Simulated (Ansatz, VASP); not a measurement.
# Ni in VASP and in Ansatz

The input INCAR:

```
ALGO     = Normal         # electronic algorithm
EDIFF    = 1E-6           # SCF threshold, eV
ENCUT    = 600            # plane-wave cutoff, eV
GGA      = PE             # functional
GGA_COMPAT= F            
ISIF     = 2              # what is computed and relaxed
ISMEAR   = -1             # smearing method
ISPIN    = 2              # spin polarisation
LASPH    = T              # aspherical terms in the spheres
LCHARG   = F              # write CHGCAR
LMAXMIX  = 4              # l up to which the mixer works
LORBIT   = 11             # projections on sites
LREAL    = F              # projectors in reciprocal space
LWAVE    = F              # write WAVECAR
MAGMOM   = 0.592          # initial moments
NBANDS   = 15             # bands
NELM     = 200            # most SCF steps
PREC     = Accurate       # precision mode
SIGMA    = 0.05           # smearing width, eV
```

KPOINTS

```
k-points
0
Gamma
  18 18 18
```

Contents of POSCAR:

```
Ni
1.0
   -1.3619459278      1.3619459278      1.3619459278
    1.3619459278     -1.3619459278      1.3619459278
    1.3619459278      1.3619459278     -1.3619459278
Ni
1
Direct
    0.0000000000      0.0000000000      0.0000000000
```

Input for Ansatz:

```yaml
crystal:
  lattice:
    - [-1.3619459278, 1.3619459278, 1.3619459278]
    - [1.3619459278, -1.3619459278, 1.3619459278]
    - [1.3619459278, 1.3619459278, -1.3619459278]
  atoms:
    - { symbol: Ni, position: [0.0, 0.0, 0.0], spin: 0.592 }
hamiltonian:
  xc: pbe
  pseudopotentials:
    kind: paw
    azcp:
      Ni: "pseudopotentials/Ni.paw.azcp"
basis:
  ecutwfc: 420
  fft_grid_basis: typed
kpoints:
  mp_grid: { grid: [18, 18, 18], shift: [0, 0, 0] }
magnetization:
  spin_polarized: true
scf:
  occupations: { method: fermi_dirac, width: 0.05 }
  lower_state_search: "off"
output:
  stress: true
  write_density: true
  write_potential: true
  elf: true
  volumetric_format: npy
```

Alike in both runs: task single point; functional PBE; k mesh 18 × 18 × 18; occupations fermi-dirac, width 0.05 eV; collinear spin.

|  | VASP | Ansatz |
| --- | --- | --- |
| version | VASP 6.6.1 | Ansatz 0.2.0 |
| potentials or method | VASP PAW PBE potentials, release 64 (Ni), cutoff 600 eV | plane waves (420 eV) with PAW, scalar-relativistic |
| valence electrons in the cell | 10 | 18 |

Ansatz gave:

* pressure (GPa): 19.8
* net moment per atom (μB): 0.52
* size of the moment on the site where the two differ most (μB): 0.55

Problem. What did VASP give for the same quantities?

Solution. Pressure (GPa): 19.3; net moment per atom (μB): 0.52; size of the moment on the site where the two differ most (μB): 0.52.

Site moments also hang on the region over which each program counts them. With one functional, cell and mesh, what is left measures potentials, basis and numerics. VASP's potentials hold 10 valence electrons a cell and Ansatz's 18, so a difference there can come from the potentials and not from the codes.
